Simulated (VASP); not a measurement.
# Ti (P6_3/mmc) in VASP: further runs, part 3 of 3

VASP 6.6.1.

## 4. Single point, PBEsol (strain +0.080 along x and y, +0.000 along z)

Input file INCAR:

```
SYSTEM = Ti
ALGO = Fast
EDIFF = 1E-6
ENCUT = 520
GGA = PS
ISIF = 2
ISMEAR = 0
LASPH = .True.
LCHARG = .False.
LREAL = .False.
LWAVE = .False.
NBANDS = 19
NELM = 80
PREC = Accurate
SIGMA = 0.15
```

Input file KPOINTS:

```
k-points
0
Gamma
  18 18 10
  0 0 0
```

Input file POSCAR:

```
Ti
1.0
    3.1859976892      0.0000000000      0.0000000000
   -1.5929988446      2.7591549353      0.0000000000
    0.0000000000      0.0000000000      4.6860000000
Ti
2
Direct
    0.3333333333      0.6666666667      0.2500000000
    0.6666666667      0.3333333333      0.7500000000
```

Potentials or basis: VASP PAW PBE potentials, release 64 (Ti_sv).

Launch:

```console
cat potpaw_PBE.64/Ti_sv/POTCAR > POTCAR
mpirun -np 1 vasp_std > vasp.out
```

OUTCAR:

```text
SYSTEM = Ti
   EDIFF = 1E-6
   ENCUT = 520
   GGA = PS
   ISIF = 2
   ISMEAR = 0
   LASPH = .True.
   LREAL = .False.
   NELM = 80
   PREC = Accurate

 ion  position               nearest neighbor table
   1  0.333  0.667  0.250-
   2  0.667  0.333  0.750-

  LATTYP: Found a hexagonal cell.
 ALAT       =     3.1859976892
 C/A-ratio  =     1.4708108596

  Lattice vectors:

 A1 = (   3.1859976892,   0.0000000000,   0.0000000000)
 A2 = (  -1.5929988446,   2.7591549353,   0.0000000000)
 A3 = (   0.0000000000,   0.0000000000,   4.6860000000)

Analysis of symmetry for initial positions (statically):
=====================================================================
 Subroutine PRICEL returns:
 Original cell was already a primitive cell.

 Routine SETGRP: Setting up the symmetry group for a
 hexagonal supercell.

 Subroutine GETGRP returns: Found 24 space group operations
 (whereof 12 operations were pure point group operations)
 out of a pool of 24 trial point group operations.

The static configuration has the point symmetry D_3d.
 The point group associated with its full space group is D_6h.

Analysis of symmetry for dynamics (positions and initial velocities):
=====================================================================
 Subroutine PRICEL returns:
 Original cell was already a primitive cell.

 Routine SETGRP: Setting up the symmetry group for a
 hexagonal supercell.

 Subroutine GETGRP returns: Found 24 space group operations
 (whereof 12 operations were pure point group operations)
 out of a pool of 24 trial point group operations.

The dynamic configuration has the point symmetry D_3d.
 The point group associated with its full space group is D_6h.

 Subroutine INISYM returns: Found 24 space group operations
[... 97 lines left out ...]
   EDIFF  = 0.1E-05   stopping-criterion for ELM
   LREAL  =      F    real-space projection
[... 7 lines left out ...]
   TEBEG  =    0.0;   TEEND  =   0.0 temperature during run
   PSTRESS=    0.0 pullay stress
   NELECT =      24.0000    total number of electrons
   NUPDOWN=      -1.0000    fix difference up-down
   EMIN   =  10.00;   EMAX   =-10.00  energy-range for DOS
   EFERMI =   0.00;   METHOD = LEGACY
   ISMEAR =     0;   SIGMA  =   0.15  broadening in eV -4-tet -1-fermi 0-gaus
   EFERMI_NEDOS =   21; number of points for ismear=-14 and -15
   IALGO  =     68    algorithm
   IMIX   =      4    mixing-type and parameters
     AMIX     =   0.40;   BMIX     =  1.00
     AMIX_MAG =   1.60;   BMIX_MAG =  1.00
  volume/ion in A,a.u.               =      20.60       138.99
  Fermi-wavevector in a.u.,A,eV,Ry     =   1.367321  2.583863 25.437017  1.869568
  Thomas-Fermi vector in A             =   2.493384
   LORBIT       =      0    0 simple, 1 ext, 2 COOP (PROOUT), +10 PAW based schemes
   GGA     = PS    functional components
   LHFCALC =     F    Hartree Fock is set to
   AEXX    =    0.0000 exact exchange contribution
   IVDW    =     0    specifies the selected vdW correction
   LEPSILON=     F    determine dielectric tensor
   LRPA    =     F    only Hartree local field effects (RPA)
 non-spin polarized calculation
 RMM-DIIS sequential band-by-band and
 Gauss-broadening in eV      SIGMA  =   0.15
  energy-cutoff  :      520.00
  volume of cell :       41.19
 maximum number of plane-waves:      1130
 NGX is ok and might be reduce to    24
   NGX = 11   NGY = 11   NGZ = 17

 number of electron      24.0000008 magnetization

 Free energy of the ion-electron system (eV)
  ---------------------------------------------------
  ext. energy  EPLUGINS =         0.00000000
  ---------------------------------------------------
  free energy    TOTEN  =       -16.17554874 eV

  energy without entropy =      -16.14532842  energy(sigma->0) =      -16.16043858

 E-fermi :   6.5319     XC(G=0): -10.8389

 val. band max:        6.5302330581   @ k =   0.1111   0.0556   0.1000
 cond. band min:       6.5383157951   @ k =   0.3333   0.2222   0.4000
 fundamental gap:      0.0080827370
 Fermi energy:         6.5319438298

 k-point     1 :       0.0000    0.0000    0.0000
  band No.  band energies     occupation
      1     -50.4054      2.00000
      2     -50.3155      2.00000
      3     -26.9714      2.00000
      4     -26.5881      2.00000
      5     -26.5881      2.00000
      6     -26.5000      2.00000
[... 505 lines left out ...]
      6     -26.6666      2.00000
[... 11 lines left out ...]
     18       9.4849      0.00000
     19       9.7560      0.00000

 [... further k-points ...]
[... 5 lines left out ...]
  --------------------------------------------------------------------------------------
  -------------------------------------------------------------------------------------
  Total       -4.7134904     -4.7134904     -3.4789062      0.0000000      0.0000000      0.0000000
  in kB     -183.3282443   -183.3282443   -135.3098692      0.0000000      0.0000000      0.0000000
  external PRESSURE =    -167.3221193 kB  Pullay stress =       0.0000000 kB

 VOLUME and BASIS-vectors are now :
 -----------------------------------------------------------------------------
  energy-cutoff  :      520.00
  volume of cell :       41.19
      direct lattice vectors                 reciprocal lattice vectors
     3.185997689  0.000000000  0.000000000     0.313873423  0.181214905  0.000000000
    -1.592998845  2.759154935  0.000000000     0.000000000  0.362429810  0.000000000
     0.000000000  0.000000000  4.686000000     0.000000000  0.000000000  0.213401622

 POSITION                                       TOTAL-FORCE (eV/Angst)
 -----------------------------------------------------------------------------------
     -0.00000      1.83944      1.17150         0.000000      0.000000      0.000000
      1.59300      0.91972      3.51450        -0.000000     -0.000000      0.000000
 -----------------------------------------------------------------------------------
    total drift:                               -0.000000      0.000000     -0.000000

  FREE ENERGIE OF THE ION-ELECTRON SYSTEM (eV)
  ---------------------------------------------------
  free  energy   TOTEN  =       -16.1755487369 eV

  energy  without entropy=      -16.1453284188  energy(sigma->0) =      -16.16043858
```

OSZICAR:

```text
N       E                     dE             d eps       ncg     rms          rms(c)
DAV:   1     0.262701041336E+03    0.26270E+03   -0.13080E+04  8436   0.151E+03
DAV:   2     0.113023785500E+02   -0.25140E+03   -0.24759E+03  8606   0.437E+02
DAV:   3    -0.175726195259E+02   -0.28875E+02   -0.28537E+02 16053   0.121E+02
[... 28 lines left out ...]
RMM:  32    -0.161755440975E+02   -0.17166E-05   -0.20485E-05 10790   0.209E-02    0.185E-03
RMM:  33    -0.161755457490E+02   -0.16515E-05   -0.19427E-05  9573   0.182E-02    0.152E-03
RMM:  34    -0.161755469130E+02   -0.11640E-05   -0.13670E-05  8963   0.163E-02    0.164E-03
RMM:  35    -0.161755479755E+02   -0.10625E-05   -0.12325E-05  9229   0.151E-02    0.157E-03
RMM:  36    -0.161755487369E+02   -0.76139E-06   -0.90117E-06  9657   0.139E-02
   1 F= -.16175549E+02 E0= -.16160439E+02  d E =-.302203E-01
```

Run time: 4.3 min. Hardware: 1 thread of Intel Xeon Platinum 8488C (Sapphire Rapids), shared host; peak memory 0.25 GiB.

What came out:

```yaml
Free_energy: -16.1755 eV
Pressure: -16.7 GPa
Band_gap_on_the_k_mesh: zero (band 12 reaches 7.17 eV, above the bottom of band 13 at 6.24 eV)
```

Levels at points of the mesh, in eV from the Fermi level:
| k point | band 10 | band 11 | band 12 | band 13 | band 14 | band 15 |
| --- | --- | --- | --- | --- | --- | --- |
| (0.00, 0.00, 0.00) | -2.22 | 0.59 | 0.59 | 1.04 | 1.04 | 1.05 |
| (0.50, 0.00, 0.00) | -1.75 | -1.38 | -0.94 | 0.14 | 0.69 | 1.21 |
| (0.00, 0.00, 0.50) | -3.95 | 0.33 | 0.33 | 0.40 | 0.40 | 0.40 |
| (0.50, 0.00, 0.50) | -2.13 | -0.54 | -0.54 | 0.95 | 0.95 | 1.24 |

Caveat: the cell differs from its parent crystal (strain +0.080 along x and y, +0.000 along z); the PAW data sets were made with another functional, which shifts forces and pressure a little.

## 5. Single point, PBEsol (strain +0.040 along x and y, +0.080 along z)

Input file INCAR:

```
  PREC = Accurate
  ENCUT = 520
  EDIFF = 1E-6
  ISMEAR = 0
  SIGMA = 0.15
  LREAL = False
  LASPH = True
  NELM = 60
  ALGO = Fast
  ISIF = 2
  LWAVE = False
  LCHARG = True
  GGA = PS
  LELF = True
  LVHAR = True
  NBANDS = 19
```

Input file KPOINTS:

```
regular mesh
0
Gamma
  18 18 10
```

Input file POSCAR:

```
Ti
1.0
    3.0679977748      0.0000000000      0.0000000000
   -1.5339988874      2.6569640117      0.0000000000
    0.0000000000      0.0000000000      5.0608800000
Ti
2
Direct
    0.3333333333      0.6666666667      0.2500000000
    0.6666666667      0.3333333333      0.7500000000
```

Launch:

```console
cat potpaw_PBE.64/Ti_sv/POTCAR > POTCAR
mpirun -np 1 vasp_std > vasp.out
```

It took 4.2 min on 1 thread of Intel Xeon Platinum 8488C (Sapphire Rapids), shared host; peak memory 0.26 GiB.

It converged, with:

```yaml
Free_energy: -16.1845 eV
Pressure: -17.0 GPa
Band_gap_on_the_k_mesh: zero (band 12 reaches 7.06 eV, above the bottom of band 13 at 6.22 eV)
```

Stress tensor (GPa, compression positive):
```
-15.92   0.00   0.00
  0.00 -15.92   0.00
  0.00   0.00 -19.28
```

Levels at points of the mesh, in eV from the Fermi level:
| k point | band 9 | band 10 | band 11 | band 12 | band 13 | band 14 | band 15 | band 16 |
| --- | --- | --- | --- | --- | --- | --- | --- | --- |
| (0.00, 0.00, 0.00) | -5.75 | -2.36 | 0.15 | 0.56 | 0.71 | 0.71 | 1.05 | 1.05 |
| (0.50, 0.00, 0.00) | -2.06 | -1.71 | -1.47 | -0.56 | 0.39 | 0.60 | 0.83 | 2.80 |
| (0.00, 0.00, 0.50) | -4.20 | -4.20 | -0.03 | -0.03 | 0.68 | 0.68 | 0.68 | 0.68 |
| (0.50, 0.00, 0.50) | -2.11 | -2.11 | -0.69 | -0.69 | 1.01 | 1.01 | 1.51 | 1.51 |

Caveat: the cell differs from its parent crystal (strain +0.040 along x and y, +0.080 along z); the PAW data sets were made with another functional, which shifts forces and pressure a little.

## 6. Summary

| cell | further INCAR settings | gap on the mesh (eV) | pressure (GPa) |
| --- | --- | --- | --- |
| a = 3.186, b = 3.186, c = 4.499 Å, angles 90.0, 90.0, 120.0°, 2 atoms | ALGO = Fast; EDIFF = 1e-06; NBANDS = 19 | none | -14.3 |
| a = 3.068, b = 3.068, c = 4.873 Å, angles 90.0, 90.0, 120.0°, 2 atoms | ALGO = Fast; EDIFF = 1e-07; NBANDS = 19 | none | -15.1 |
| a = 3.186, b = 3.186, c = 4.686 Å, angles 90.0, 90.0, 120.0°, 2 atoms | ALGO = Fast; EDIFF = 1e-06; NBANDS = 19 | none | -16.7 |
| a = 3.068, b = 3.068, c = 5.061 Å, angles 90.0, 90.0, 120.0°, 2 atoms | ALGO = Fast; EDIFF = 1e-06; NBANDS = 19 | none | -17.0 |

Alike in all rows: task single point; level PBEsol; potentials or basis VASP PAW PBE potentials, release 64 (Ti_sv); no spin polarisation; k mesh 18 × 18 × 10; cutoff (eV) 520; smearing gaussian 0.15 eV.

Caveats: the PAW data sets were made with another functional, which shifts forces and pressure a little.

Absolute energies hang on the potentials; compare differences alone.
